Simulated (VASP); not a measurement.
# K3Se (Fm-3m) in VASP: single point with PBE

Aim: the single point of K3Se with PBE.

Everything below comes from runs of VASP 6.6.1. Logs are shortened: lines on timing, memory, paths and dates and some standing lists are left out, and cuts for length are marked.

## (1) The cell of the first run

Symmetry: Fm-3m, No. 225, cubic system. Conventional cell: a = 8.344 Å, b = 8.344 Å, c = 8.344 Å, α = 90.00°, β = 90.00°, γ = 90.00°. Within 4.7 Å of K (site symmetry m-3m) lie 8 K at 3.61 Å and 6 Se at 4.17 Å. Within 4.7 Å of K (site symmetry -43m) lie 10 K at 3.61 to 4.17 Å and 4 Se at 3.61 Å. Se (site symmetry m-3m) has 14 K at 3.61 to 4.17 Å within 4.7 Å.

## (2) Single point, PBE

File INCAR:

```
SYSTEM = K3Se
PREC = Accurate
ENCUT = 520
EDIFF = 1E-6
ISMEAR = 0
SIGMA = 0.1
LREAL = .False.
LASPH = .True.
NELM = 100
ALGO = Normal
ISIF = 2
LWAVE = .False.
LCHARG = .False.
GGA = PE
NBANDS = 24
```

File KPOINTS:

```
regular mesh
0
Gamma
  4 4 4
  0 0 0
```

File POSCAR:

```
K3Se
1.0
    0.0000000000      4.1720686700      4.1720686700
    4.1720686700      0.0000000000      4.1720686700
    4.1720686700      4.1720686700      0.0000000000
K Se
3 1
Direct
    0.5000000000      0.5000000000      0.5000000000
    0.2500000000      0.2500000000      0.2500000000
    0.7500000000      0.7500000000      0.7500000000
    0.0000000000      0.0000000000      0.0000000000
```

Potentials or basis: VASP PAW PBE potentials, release 64 (K_sv, Se).

Command:

```bash
cat potpaw_PBE.64/K_sv/POTCAR potpaw_PBE.64/Se/POTCAR > POTCAR
mpirun -np 1 vasp_std > vasp.out
```

OUTCAR:

```text
SYSTEM = K3Se
   PREC = Accurate
   ENCUT = 520
   EDIFF = 1E-6
   ISMEAR = 0
   LREAL = .False.
   LASPH = .True.
   NELM = 100
   ISIF = 2
   GGA = PE

 ion  position               nearest neighbor table
   1  0.500  0.500  0.500-   2 3.61   2 3.61   2 3.61   2 3.61   3 3.61   3 3.61   3 3.61   3 3.61

   2  0.250  0.250  0.250-   1 3.61   1 3.61   1 3.61   1 3.61
   3  0.750  0.750  0.750-   1 3.61   1 3.61   1 3.61   1 3.61
   4  0.000  0.000  0.000-

  LATTYP: Found a face centered cubic cell.
 ALAT       =     8.3441373400

  Lattice vectors:

 A1 = (   0.0000000000,   4.1720686700,   4.1720686700)
 A2 = (   4.1720686700,   0.0000000000,   4.1720686700)
 A3 = (   4.1720686700,   4.1720686700,   0.0000000000)

Analysis of symmetry for initial positions (statically):
=====================================================================
 Subroutine PRICEL returns:
 Original cell was already a primitive cell.

 Routine SETGRP: Setting up the symmetry group for a
 face centered cubic supercell.

 Subroutine GETGRP returns: Found 48 space group operations
 (whereof 48 operations were pure point group operations)
 out of a pool of 48 trial point group operations.

The static configuration has the point symmetry O_h .

Analysis of symmetry for dynamics (positions and initial velocities):
=====================================================================
 Subroutine PRICEL returns:
 Original cell was already a primitive cell.

 Routine SETGRP: Setting up the symmetry group for a
 face centered cubic supercell.

 Subroutine GETGRP returns: Found 48 space group operations
 (whereof 48 operations were pure point group operations)
 out of a pool of 48 trial point group operations.

The dynamic configuration has the point symmetry O_h .

 Subroutine INISYM returns: Found 48 space group operations
 (whereof 48 operations are pure point group operations),
 and found     1 'primitive' translations

----------------------------------------------------------------------------------------

                                     Primitive cell

  volume of cell :     145.2394

  direct lattice vectors                    reciprocal lattice vectors
     0.000000000  4.172068670  4.172068670    -0.119844624  0.119844624  0.119844624
     4.172068670  0.000000000  4.172068670     0.119844624 -0.119844624  0.119844624
     4.172068670  4.172068670  0.000000000     0.119844624  0.119844624 -0.119844624

  length of vectors
     5.900196096  5.900196096  5.900196096     0.207576977  0.207576977  0.207576977

  position of ions in fractional coordinates (direct lattice)
     0.500000000  0.500000000  0.500000000
     0.250000000  0.250000000  0.250000000
     0.750000000  0.750000000  0.750000000
     0.000000000  0.000000000  0.000000000

  ion indices of the primitive-cell ions
   primitive index   ion index
                 1           1
                 2           2
                 3           3
                 4           4

----------------------------------------------------------------------------------------

 KPOINTS: regular mesh

Automatic generation of k-mesh.
 Grid dimensions read from file:
 generate k-points for:    4    4    4

 Generating k-lattice:

  Cartesian coordinates                     Fractional coordinates (reciprocal lattice)
    -0.029961156  0.029961156  0.029961156     0.250000000  0.000000000  0.000000000
     0.029961156 -0.029961156  0.029961156     0.000000000  0.250000000  0.000000000
     0.029961156  0.029961156 -0.029961156     0.000000000  0.000000000  0.250000000

  Length of vectors
     0.051894244  0.051894244  0.051894244

  Shift w.r.t. Gamma in fractional coordinates (k-lattice)
     0.000000000  0.000000000  0.000000000

 Subroutine IBZKPT returns following result:
 ===========================================

 Found      8 irreducible k-points:

 Following reciprocal coordinates:
            Coordinates               Weight
  0.000000  0.000000  0.000000      1.000000
  0.250000  0.000000  0.000000      8.000000
  0.500000  0.000000  0.000000      4.000000
  0.250000  0.250000  0.000000      6.000000
  0.500000  0.250000  0.000000     24.000000
 -0.250000  0.250000  0.000000     12.000000
  0.500000  0.500000  0.000000      3.000000
 -0.250000  0.500000  0.250000      6.000000
   k-points           NKPTS =      8   k-points in BZ     NKDIM =      8   number of bands    NBANDS=     24
   number of dos      NEDOS =    301   number of ions     NIONS =      4
   total plane-waves  NPLWV = 110592
   dimension x,y,z NGX =    48 NGY =   48 NGZ =   48
   dimension x,y,z NGXF=    96 NGYF=   96 NGZF=   96
   ions per type =               3   1
   NGX,Y,Z   is equivalent  to a cutoff of  13.52, 13.52, 13.52 a.u.
   NGXF,Y,Z  is equivalent  to a cutoff of  27.05, 27.05, 27.05 a.u.
 SYSTEM =  K3Se
   PREC   = accura    normal or accurate (medium, high low for compatibility)
   ISTART =      0    job   : 0-new  1-cont  2-samecut
   ICHARG =      2    charge: 1-file 2-atom 10-const
   ISPIN  =      1    spin polarized calculation?
   LNONCOLLINEAR =      F non collinear calculations
   LSORBIT =      F    spin-orbit coupling
   LASPH  =      T    aspherical Exc in radial PAW
   ENCUT  =  520.0 eV  38.22 Ry    6.18 a.u.  10.97 10.97 10.97*2*pi/ulx,y,z
   NELM   =    100;   NELMIN=  2; NELMDL= -5     # of ELM steps
   EDIFF  = 0.1E-05   stopping-criterion for ELM
   LREAL  =      F    real-space projection
   EDIFFG = 0.1E-04   stopping-criterion for IOM
   NSW    =      0    number of steps for IOM
   IBRION =     -1    ionic relax: 0-MD 1-quasi-New 2-CG
   NFREE  =      0    steps in history (QN), initial steepest desc. (CG)
   ISIF   =      2    stress and relaxation
   ISYM   =      2    0-nonsym 1-usesym 2-fastsym
   POTIM  = 0.5000    time-step for ionic-motion
   TEBEG  =    0.0;   TEEND  =   0.0 temperature during run
   PSTRESS=    0.0 pullay stress
   NELECT =      33.0000    total number of electrons
   NUPDOWN=      -1.0000    fix difference up-down
   EMIN   =  10.00;   EMAX   =-10.00  energy-range for DOS
   EFERMI =   0.00;   METHOD = LEGACY
   ISMEAR =     0;   SIGMA  =   0.10  broadening in eV -4-tet -1-fermi 0-gaus
   EFERMI_NEDOS =   21; number of points for ismear=-14 and -15
   IALGO  =     38    algorithm
   IMIX   =      4    mixing-type and parameters
     AMIX     =   0.40;   BMIX     =  1.00
     AMIX_MAG =   1.60;   BMIX_MAG =  1.00
  volume/ion in A,a.u.               =      36.31       245.03
  Fermi-wavevector in a.u.,A,eV,Ry     =   0.998968  1.887775 13.577745  0.997936
  Thomas-Fermi vector in A             =   2.131226
   LORBIT       =      0    0 simple, 1 ext, 2 COOP (PROOUT), +10 PAW based schemes
   GGA     = PE    functional components
   LHFCALC =     F    Hartree Fock is set to
   AEXX    =    0.0000 exact exchange contribution
   IVDW    =     0    specifies the selected vdW correction
   LEPSILON=     F    determine dielectric tensor
   LRPA    =     F    only Hartree local field effects (RPA)
 non-spin polarized calculation
 Gauss-broadening in eV      SIGMA  =   0.10
  energy-cutoff  :      520.00
  volume of cell :      145.24
 maximum number of plane-waves:      3928
 NGX is ok and might be reduce to    48
   NGX = 21   NGY = 21   NGZ = 21

 number of electron      33.0000001 magnetization

 Free energy of the ion-electron system (eV)
  ---------------------------------------------------
  ext. energy  EPLUGINS =         0.00000000
  ---------------------------------------------------
  free energy    TOTEN  =        -8.50677904 eV

  energy without entropy =       -8.48064315  energy(sigma->0) =       -8.49371110

 E-fermi :   2.6415     XC(G=0):  -7.6106

 val. band max:        2.6261901238   @ k =  -0.2500   0.5000   0.2500
 cond. band min:       2.7242014540   @ k =   0.5000   0.2500   0.0000
 fundamental gap:      0.0980113302
 Fermi energy:         2.6415264879

 k-point     1 :       0.0000    0.0000    0.0000
  band No.  band energies     occupation
      1     -30.6646      2.00000
      2     -30.0121      2.00000
      3     -29.9961      2.00000
      4     -14.1951      2.00000
      5     -14.1951      2.00000
      6     -14.1951      2.00000
[... 16 lines left out ...]
     23       5.8537      0.00000
     24       5.8537      0.00000

 k-point     2 :       0.2500    0.0000    0.0000
  band No.  band energies     occupation
      1     -30.6632      2.00000
      2     -30.0106      2.00000
      3     -29.9989      2.00000
      4     -14.2033      2.00000
      5     -14.2033      2.00000
      6     -14.2006      2.00000
[... 16 lines left out ...]
     23       4.9490      0.00000
     24       5.8936      0.00000

 k-point     3 :       0.5000    0.0000    0.0000
  band No.  band energies     occupation
      1     -30.6618      2.00000
      2     -30.0060      2.00000
      3     -30.0050      2.00000
      4     -14.2113      2.00000
      5     -14.2113      2.00000
      6     -14.2049      2.00000
[... 16 lines left out ...]
     23       4.9023      0.00000
     24       6.1896      0.00000

 k-point     4 :       0.2500    0.2500    0.0000
  band No.  band energies     occupation
      1     -30.6628      2.00000
      2     -30.0107      2.00000
      3     -29.9993      2.00000
      4     -14.2146      2.00000
      5     -14.2146      2.00000
      6     -14.1856      2.00000
[... 16 lines left out ...]
     23       5.2270      0.00000
     24       5.8203      0.00000

 k-point     5 :       0.5000    0.2500    0.0000
  band No.  band energies     occupation
      1     -30.6614      2.00000
      2     -30.0079      2.00000
      3     -30.0035      2.00000
      4     -14.2227      2.00000
      5     -14.2218      2.00000
      6     -14.1912      2.00000
[... 16 lines left out ...]
     23       5.3839      0.00000
     24       5.6446      0.00000

 k-point     6 :      -0.2500    0.2500    0.0000
  band No.  band energies     occupation
      1     -30.6618      2.00000
      2     -30.0083      2.00000
      3     -30.0026      2.00000
      4     -14.2117      2.00000
      5     -14.2096      2.00000
      6     -14.2075      2.00000
[... 16 lines left out ...]
     23       5.2752      0.00000
     24       5.7317      0.00000

 k-point     7 :       0.5000    0.5000    0.0000
  band No.  band energies     occupation
      1     -30.6609      2.00000
      2     -30.0093      2.00000
      3     -30.0026      2.00000
      4     -14.2338      2.00000
      5     -14.2338      2.00000
      6     -14.1737      2.00000
[... 16 lines left out ...]
     23       5.5938      0.00000
     24       5.6444      0.00000

 k-point     8 :      -0.2500    0.5000    0.2500
  band No.  band energies     occupation
      1     -30.6609      2.00000
      2     -30.0060      2.00000
      3     -30.0060      2.00000
      4     -14.2377      2.00000
      5     -14.2028      2.00000
      6     -14.2028      2.00000
[... 16 lines left out ...]
     23       5.2240      0.00000
     24       5.5909      0.00000

------------------------ aborting loop because EDIFF is reached ----------------------------------------

  FORCE on cell =-STRESS in cart. coord.  units (eV):
  Direction    XX          YY          ZZ          XY          YZ          ZX
  --------------------------------------------------------------------------------------
  -------------------------------------------------------------------------------------
  Total        1.1765864      1.1765864      1.1765864      0.0000000      0.0000000      0.0000000
  in kB       12.9792639     12.9792639     12.9792639      0.0000000      0.0000000      0.0000000
  external PRESSURE =      12.9792639 kB  Pullay stress =       0.0000000 kB

 VOLUME and BASIS-vectors are now :
 -----------------------------------------------------------------------------
  energy-cutoff  :      520.00
  volume of cell :      145.24
      direct lattice vectors                 reciprocal lattice vectors
     0.000000000  4.172068670  4.172068670    -0.119844624  0.119844624  0.119844624
     4.172068670  0.000000000  4.172068670     0.119844624 -0.119844624  0.119844624
     4.172068670  4.172068670  0.000000000     0.119844624  0.119844624 -0.119844624

 POSITION                                       TOTAL-FORCE (eV/Angst)
 -----------------------------------------------------------------------------------
      4.17207      4.17207      4.17207        -0.000000     -0.000000     -0.000000
      2.08603      2.08603      2.08603        -0.000000     -0.000000      0.000000
      6.25810      6.25810      6.25810         0.000000      0.000000     -0.000000
      0.00000      0.00000      0.00000        -0.000000     -0.000000     -0.000000
 -----------------------------------------------------------------------------------
    total drift:                               -0.000000     -0.000000     -0.000000

  FREE ENERGIE OF THE ION-ELECTRON SYSTEM (eV)
  ---------------------------------------------------
  free  energy   TOTEN  =        -8.5067790449 eV

  energy  without entropy=       -8.4806431517  energy(sigma->0) =       -8.49371110
```

Run time: 49 s. Hardware: 1 thread of Intel Xeon 8259CL, shared host; peak memory 0.32 GiB.

Results:

```yaml
Free_energy: -8.5068 eV
Pressure: 1.3 GPa
```
